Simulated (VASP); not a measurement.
Here is a VASP 6.6.1 calculation.

The input INCAR:

```
PREC = Accurate
ENCUT = 520
EDIFF = 1E-6
ISMEAR = 0
SIGMA = 0.15
LREAL = False
LASPH = True
NELM = 60
ALGO = Fast
ISIF = 2
LWAVE = False
LCHARG = False
GGA = PE
NBANDS = 19
```

KPOINTS

```
Automatic mesh
0
Gamma
  18 18 10
```

Contents of POSCAR:

```
Ti
1.0
    2.9015286727      0.0000000000      0.0000000000
   -1.4507643364      2.5127975404      0.0000000000
    0.0000000000      0.0000000000      4.5924253350
Ti
2
Direct
    0.2567573194      0.6666666667      0.2500000000
    0.7432426806      0.3333333333      0.7500000000
```

Potentials or basis: VASP PAW PBE potentials, release 64 (Ti_sv).

Launch:

```sh
$ cat potpaw_PBE.64/Ti_sv/POTCAR > POTCAR
$ mpirun -np 1 vasp_std > vasp.out
```

Q: Predict the band gap on the k mesh.

A: Zero (bands 12 and 13 overlap by 1.22 eV).

Q: What does it give for the pressure?

A: 3.1 GPa.

Stress tensor (GPa, compression positive):
```
3.06 4.19 0.00
4.19 1.15 0.00
0.00 0.00 5.10
```

Caveat: the cell differs from its parent crystal (atoms displaced along a vibrational mode, the cell strained); the cell stands under pressure.
